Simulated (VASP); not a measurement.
# Ru (P6_3/mmc) in VASP: notebook

The runs below take Ru through single point, with PBE.

Program: VASP 6.6.1. These are calculated values, not measurements. Logs are shortened: lines on timing, memory, paths and dates and some standing lists are left out, and cuts for length are marked.

### Step 1. The cell of the first run

It takes space group P6_3/mmc (No. 194, hexagonal). The conventional cell has a = 2.706 Å, b = 2.706 Å, c = 4.282 Å, α = 90.00°, β = 90.00°, γ = 120.00°. Ru (site symmetry -6m2) has 12 Ru at 2.65 to 2.71 Å within 3.5 Å.

### Step 2. Single point, PBE

INCAR

```
SYSTEM = Ru
ALGO = Normal ; EDIFF = 1E-6
ENCUT = 520 ; GGA = PE
ISIF = 2 ; ISMEAR = 0
LASPH = .True. ; LCHARG = .False.
LREAL = .False. ; LWAVE = .False.
NBANDS = 21 ; NELM = 100
PREC = Accurate ; SIGMA = 0.018000000000000002
```

KPOINTS

```
k-points
0
Gamma
  11 11 6
  0 0 0
```

POSCAR

```
Ru
1.0
    2.7058000000      0.0000000000      0.0000000000
   -1.3529000000      2.3432915376      0.0000000000
    0.0000000000      0.0000000000      4.2819000000
Ru
2
Direct
    0.6666666667      0.3333333333      0.7500000000
    0.3333333333      0.6666666667      0.2500000000
```

Potentials or basis: VASP PAW PBE potentials, release 64 (Ru_pv).

Run with:

```
$ cat potpaw_PBE.64/Ru_pv/POTCAR > POTCAR
$ mpirun -np 1 vasp_std > vasp.out
```

OUTCAR:

```text
SYSTEM = Ru
   EDIFF = 1E-6
   ENCUT = 520
   GGA = PE
   ISIF = 2
   ISMEAR = 0
   LASPH = .True.
   LREAL = .False.
   NELM = 100
   PREC = Accurate

 ion  position               nearest neighbor table
   1  0.667  0.333  0.750-   2 2.65   2 2.65   2 2.65   2 2.65   2 2.65   2 2.65
   2  0.333  0.667  0.250-   1 2.65   1 2.65   1 2.65   1 2.65   1 2.65   1 2.65

  LATTYP: Found a hexagonal cell.
 ALAT       =     2.7058000000
 C/A-ratio  =     1.5824894671

  Lattice vectors:

 A1 = (   2.7058000000,   0.0000000000,   0.0000000000)
 A2 = (  -1.3529000000,   2.3432915376,   0.0000000000)
 A3 = (   0.0000000000,   0.0000000000,   4.2819000000)

Analysis of symmetry for initial positions (statically):
=====================================================================
 Subroutine PRICEL returns:
 Original cell was already a primitive cell.

 Routine SETGRP: Setting up the symmetry group for a
 hexagonal supercell.

 Subroutine GETGRP returns: Found 24 space group operations
 (whereof 12 operations were pure point group operations)
 out of a pool of 24 trial point group operations.

The static configuration has the point symmetry D_3d.
 The point group associated with its full space group is D_6h.

Analysis of symmetry for dynamics (positions and initial velocities):
=====================================================================
 Subroutine PRICEL returns:
 Original cell was already a primitive cell.

 Routine SETGRP: Setting up the symmetry group for a
 hexagonal supercell.

 Subroutine GETGRP returns: Found 24 space group operations
 (whereof 12 operations were pure point group operations)
 out of a pool of 24 trial point group operations.

The dynamic configuration has the point symmetry D_3d.
 The point group associated with its full space group is D_6h.

 Subroutine INISYM returns: Found 24 space group operations
 (whereof 12 operations are pure point group operations),
 and found     1 'primitive' translations

----------------------------------------------------------------------------------------

                                     Primitive cell

  volume of cell :      27.1493

  direct lattice vectors                    reciprocal lattice vectors
     2.705800000  0.000000000  0.000000000     0.369576465  0.213375072  0.000000000
    -1.352900000  2.343291538  0.000000000     0.000000000  0.426750144  0.000000000
     0.000000000  0.000000000  4.281900000     0.000000000  0.000000000  0.233541185

  length of vectors
     2.705800000  2.705800000  4.281900000     0.426750144  0.426750144  0.233541185

  position of ions in fractional coordinates (direct lattice)
     0.666666667  0.333333333  0.750000000
     0.333333333  0.666666667  0.250000000

  ion indices of the primitive-cell ions
   primitive index   ion index
                 1           1
                 2           2

----------------------------------------------------------------------------------------

 KPOINTS: k-points

Automatic generation of k-mesh.
 Grid dimensions read from file:
 generate k-points for:   11   11    6

 Generating k-lattice:

  Cartesian coordinates                     Fractional coordinates (reciprocal lattice)
     0.033597860  0.019397734  0.000000000     0.090909091  0.000000000  0.000000000
     0.000000000  0.038795468  0.000000000     0.000000000  0.090909091  0.000000000
     0.000000000  0.000000000  0.038923531     0.000000000  0.000000000  0.166666667

  Length of vectors
     0.038795468  0.038795468  0.038923531

  Shift w.r.t. Gamma in fractional coordinates (k-lattice)
     0.000000000  0.000000000  0.000000000

 Subroutine IBZKPT returns following result:
 ===========================================

 Found     64 irreducible k-points:

 Following reciprocal coordinates:
            Coordinates               Weight
  0.000000  0.000000  0.000000      1.000000
  0.090909  0.000000  0.000000      6.000000
  0.181818  0.000000  0.000000      6.000000
  0.272727  0.000000  0.000000      6.000000
  0.363636  0.000000  0.000000      6.000000
  0.454545  0.000000  0.000000      6.000000
[... 16 lines left out ...]
  0.090909  0.090909  0.166667     12.000000
  0.181818  0.090909  0.166667     24.000000
 [... further k-points ...]
   k-points           NKPTS =     64   k-points in BZ     NKDIM =     64   number of bands    NBANDS=     21
   number of dos      NEDOS =    301   number of ions     NIONS =      2
   total plane-waves  NPLWV =  12800
   dimension x,y,z NGX =    20 NGY =   20 NGZ =   32
   dimension x,y,z NGXF=    40 NGYF=   40 NGZF=   64
   ions per type =               2
   NGX,Y,Z   is equivalent  to a cutoff of  12.29, 12.29, 12.42 a.u.
   NGXF,Y,Z  is equivalent  to a cutoff of  24.58, 24.58, 24.85 a.u.
 SYSTEM =  Ru
   PREC   = accura    normal or accurate (medium, high low for compatibility)
   ISTART =      0    job   : 0-new  1-cont  2-samecut
   ICHARG =      2    charge: 1-file 2-atom 10-const
   ISPIN  =      1    spin polarized calculation?
   LNONCOLLINEAR =      F non collinear calculations
   LSORBIT =      F    spin-orbit coupling
   LASPH  =      T    aspherical Exc in radial PAW
   ENCUT  =  520.0 eV  38.22 Ry    6.18 a.u.   5.03  5.03  7.96*2*pi/ulx,y,z
   NELM   =    100;   NELMIN=  2; NELMDL= -5     # of ELM steps
   EDIFF  = 0.1E-05   stopping-criterion for ELM
   LREAL  =      F    real-space projection
   EDIFFG = 0.1E-04   stopping-criterion for IOM
   NSW    =      0    number of steps for IOM
   IBRION =     -1    ionic relax: 0-MD 1-quasi-New 2-CG
   NFREE  =      0    steps in history (QN), initial steepest desc. (CG)
   ISIF   =      2    stress and relaxation
   ISYM   =      2    0-nonsym 1-usesym 2-fastsym
   POTIM  = 0.5000    time-step for ionic-motion
   TEBEG  =    0.0;   TEEND  =   0.0 temperature during run
   PSTRESS=    0.0 pullay stress
   NELECT =      28.0000    total number of electrons
   NUPDOWN=      -1.0000    fix difference up-down
   EMIN   =  10.00;   EMAX   =-10.00  energy-range for DOS
   EFERMI =   0.00;   METHOD = LEGACY
   ISMEAR =     0;   SIGMA  =   0.02  broadening in eV -4-tet -1-fermi 0-gaus
   EFERMI_NEDOS =   21; number of points for ismear=-14 and -15
   IALGO  =     38    algorithm
   IMIX   =      4    mixing-type and parameters
     AMIX     =   0.40;   BMIX     =  1.00
     AMIX_MAG =   1.60;   BMIX_MAG =  1.00
  volume/ion in A,a.u.               =      13.57        91.61
  Fermi-wavevector in a.u.,A,eV,Ry     =   1.654022  3.125649 37.222674  2.735789
  Thomas-Fermi vector in A             =   2.742361
   LORBIT       =      0    0 simple, 1 ext, 2 COOP (PROOUT), +10 PAW based schemes
   GGA     = PE    functional components
   LHFCALC =     F    Hartree Fock is set to
   AEXX    =    0.0000 exact exchange contribution
   IVDW    =     0    specifies the selected vdW correction
   LEPSILON=     F    determine dielectric tensor
   LRPA    =     F    only Hartree local field effects (RPA)
 non-spin polarized calculation
 Gauss-broadening in eV      SIGMA  =   0.02
  energy-cutoff  :      520.00
  volume of cell :       27.15
 maximum number of plane-waves:       744
 NGX is ok and might be reduce to    20
   NGX =  9   NGY =  9   NGZ = 15

 number of electron      28.0000008 magnetization

 Free energy of the ion-electron system (eV)
  ---------------------------------------------------
  ext. energy  EPLUGINS =         0.00000000
  ---------------------------------------------------
  free energy    TOTEN  =       -18.45060036 eV

  energy without entropy =      -18.44966316  energy(sigma->0) =      -18.45013176

 E-fermi :  12.7912     XC(G=0): -14.1203

 val. band max:       12.7590992874   @ k =   0.2727   0.0000   0.0000
 cond. band min:      12.7946434254   @ k =   0.2727   0.1818   0.1667
 fundamental gap:      0.0355441380
 Fermi energy:        12.7911765129

 k-point     1 :       0.0000    0.0000    0.0000
  band No.  band energies     occupation
      1     -30.8031      2.00000
      2     -29.8687      2.00000
      3     -29.8687      2.00000
      4     -29.6985      2.00000
      5     -29.6985      2.00000
      6     -29.6590      2.00000
[... 13 lines left out ...]
     20      23.2716      0.00000
     21      23.3002      0.00000

 k-point     2 :       0.0909    0.0000    0.0000
  band No.  band energies     occupation
      1     -30.7751      2.00000
      2     -29.9281      2.00000
      3     -29.8887      2.00000
      4     -29.7603      2.00000
      5     -29.7067      2.00000
      6     -29.6720      2.00000
[... 13 lines left out ...]
     20      23.2716      0.00000
     21      23.2933      0.00000

 k-point     3 :       0.1818    0.0000    0.0000
  band No.  band energies     occupation
      1     -30.6955      2.00000
      2     -30.0874      2.00000
      3     -29.9404      2.00000
      4     -29.9224      2.00000
      5     -29.7303      2.00000
      6     -29.7114      2.00000
[... 13 lines left out ...]
     20      23.2715      0.00000
     21      23.2829      0.00000

 k-point     4 :       0.2727    0.0000    0.0000
  band No.  band energies     occupation
      1     -30.5776      2.00000
      2     -30.2960      2.00000
      3     -30.1264      2.00000
      4     -30.0051      2.00000
      5     -29.7763      2.00000
      6     -29.7635      2.00000
[... 13 lines left out ...]
     20      23.2715      0.00000
     21      23.2772      0.00000

 k-point     5 :       0.3636    0.0000    0.0000
  band No.  band energies     occupation
      1     -30.4873      2.00000
      2     -30.4444      2.00000
      3     -30.3066      2.00000
      4     -30.0623      2.00000
      5     -29.8605      2.00000
      6     -29.7956      2.00000
[... 13 lines left out ...]
     20      23.2654      0.00000
     21      23.2715      0.00000

 k-point     6 :       0.4545    0.0000    0.0000
  band No.  band energies     occupation
      1     -30.6006      2.00000
      2     -30.4109      2.00000
      3     -30.3388      2.00000
      4     -30.0956      2.00000
      5     -29.9369      2.00000
      6     -29.8151      2.00000
[... 13 lines left out ...]
     20      23.2709      0.00000
     21      23.8015      0.00000

 k-point     7 :       0.0909    0.0909    0.0000
  band No.  band energies     occupation
      1     -30.7212      2.00000
      2     -30.0245      2.00000
      3     -29.9551      2.00000
      4     -29.8454      2.00000
      5     -29.7318      2.00000
      6     -29.6983      2.00000
[... 13 lines left out ...]
     20      23.2716      0.00000
     21      23.2854      0.00000
[... 291 lines left out ...]
      1     -30.5751      2.00000
      2     -30.2479      2.00000
      3     -30.1683      2.00000
      4     -29.9891      2.00000
      5     -29.7859      2.00000
      6     -29.7799      2.00000
[... 13 lines left out ...]
     20      23.2715      0.00000
     21      24.5957      0.00000

 k-point    21 :       0.3636    0.0000    0.1667
  band No.  band energies     occupation
      1     -30.5863      2.00000
      2     -30.3834      2.00000
      3     -30.2752      2.00000
      4     -30.0448      2.00000
      5     -29.8518      2.00000
      6     -29.8137      2.00000
[... 13 lines left out ...]
     20      23.2714      0.00000
     21      23.9467      0.00000

 k-point    22 :       0.4545    0.0000    0.1667
  band No.  band energies     occupation
      1     -30.6580      2.00000
      2     -30.4756      2.00000
      3     -30.2381      2.00000
      4     -30.0772      2.00000
      5     -29.9117      2.00000
      6     -29.8343      2.00000
[... 13 lines left out ...]
     20      23.2706      0.00000
     21      23.4172      0.00000

 k-point    23 :       0.0909    0.0909    0.1667
  band No.  band energies     occupation
      1     -30.6648      2.00000
      2     -30.0045      2.00000
      3     -29.9599      2.00000
      4     -29.8833      2.00000
      5     -29.7453      2.00000
      6     -29.7240      2.00000
[... 13 lines left out ...]
     20      23.2715      0.00000
     21      24.4511      0.00000

 k-point    24 :       0.1818    0.0909    0.1667
  band No.  band energies     occupation
      1     -30.5951      2.00000
      2     -30.1643      2.00000
      3     -30.1160      2.00000
      4     -29.9608      2.00000
      5     -29.7908      2.00000
      6     -29.7586      2.00000
[... 13 lines left out ...]
     20      23.2715      0.00000
     21      24.5735      0.00000

 [... further k-points ...]
[... 5 lines left out ...]
  --------------------------------------------------------------------------------------
  -------------------------------------------------------------------------------------
  Total        0.7513524      0.7513524      0.7479898      0.0000000      0.0000000     -0.0000000
  in kB       44.3400040     44.3400040     44.1415616      0.0000000      0.0000000     -0.0000000
  external PRESSURE =      44.2738565 kB  Pullay stress =       0.0000000 kB

 VOLUME and BASIS-vectors are now :
 -----------------------------------------------------------------------------
  energy-cutoff  :      520.00
  volume of cell :       27.15
      direct lattice vectors                 reciprocal lattice vectors
     2.705800000  0.000000000  0.000000000     0.369576465  0.213375072  0.000000000
    -1.352900000  2.343291538  0.000000000     0.000000000  0.426750144  0.000000000
     0.000000000  0.000000000  4.281900000     0.000000000  0.000000000  0.233541185

 POSITION                                       TOTAL-FORCE (eV/Angst)
 -----------------------------------------------------------------------------------
      1.35290      0.78110      3.21143         0.000000      0.000000      0.000000
     -0.00000      1.56219      1.07048        -0.000000     -0.000000      0.000000
 -----------------------------------------------------------------------------------
    total drift:                               -0.000000      0.000000     -0.000000

  FREE ENERGIE OF THE ION-ELECTRON SYSTEM (eV)
  ---------------------------------------------------
  free  energy   TOTEN  =       -18.4506003597 eV

  energy  without entropy=      -18.4496631570  energy(sigma->0) =      -18.45013176
```

Run time: 14 s. Hardware: 1 thread of Intel Xeon Platinum 8488C (Sapphire Rapids), shared host; peak memory 0.15 GiB.

Results:

```yaml
Free_energy: -18.4506 eV
Pressure: 4.4 GPa
Band_gap_on_the_k_mesh: zero (band 14 reaches 14.34 eV, above the bottom of band 15 at 11.27 eV)
```

### Step 3. Single point, PBE

INCAR

```
SYSTEM = Ru
ALGO = Normal ; EDIFF = 1E-6
ENCUT = 520 ; GGA = PE
ISIF = 2 ; ISMEAR = 0
LASPH = .TRUE. ; LCHARG = .FALSE.
LREAL = .FALSE. ; LWAVE = .FALSE.
NBANDS = 21 ; NELM = 60
PREC = Accurate ; SIGMA = 0.016
```

KPOINTS

```
k-points
0
G
  11 11 6
  0 0 0
```

POSCAR is that of step 2.

Potentials or basis: VASP PAW PBE potentials, release 64 (Ru_pv).

Run with:

```
$ cat potpaw_PBE.64/Ru_pv/POTCAR > POTCAR
$ mpirun -np 1 vasp_std > vasp.out
```

It took 15 s on 1 thread of Intel Xeon Platinum 8488C (Sapphire Rapids), shared host; peak memory 0.15 GiB.

Results (log left out):

- Free energy: -18.4505 eV
- Pressure: 4.4 GPa
- Band gap on the k mesh: zero (band 14 reaches 14.34 eV, above the bottom of band 15 at 11.27 eV)

Levels at points of the mesh, in eV from the Fermi level:
```tsv
k point	band 12	band 13	band 14	band 15	band 16	band 17
(0.00, 0.00, 0.00)	-1.86	-1.86	-1.34	-1.34	1.24	1.24
(0.00, 0.00, 0.50)	-2.71	-2.66	-2.66	0.60	0.60	0.60
```
